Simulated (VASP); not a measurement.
Input of a VASP 6.6.1 run:

INCAR

```
PREC = Accurate ; ENCUT = 520
EDIFF = 1E-6 ; ISMEAR = -1
SIGMA = 0.05 ; LREAL = False
LASPH = True ; NELM = 100
ALGO = Normal ; ISIF = 2
LWAVE = False ; LCHARG = True
GGA = CA ; LELF = True
LVHAR = True ; NBANDS = 16
```

File KPOINTS:

```
Automatic mesh
0
Gamma
  10 10 10
```

The input POSCAR:

```
WC
1.0
    0.0000000000      2.2215384142      2.2215384142
    2.2215384142      0.0000000000      2.2215384142
    2.2215384142      2.2215384142      0.0000000000
W C
1 1
Direct
    0.0000000000      0.0000000000      0.0000000000
    0.5000000000      0.5000000000      0.5000000000
```

Potentials or basis: VASP PAW LDA potentials, release 64 (W_sv, C).

Launch:

```sh
$ cat potpaw_LDA.64/W_sv/POTCAR potpaw_LDA.64/C/POTCAR > POTCAR
$ mpirun -np 1 vasp_std > vasp.out
```

(1) What does it give for the pressure?

(2) What does it give for the band gap on the k mesh?

Answers

(1) -26.3 GPa.

(2) zero (band 9 reaches 12.62 eV, above the bottom of band 10 at 9.65 eV).

Caveat: spin-orbit coupling is left out, which moves the levels of the heavy elements.
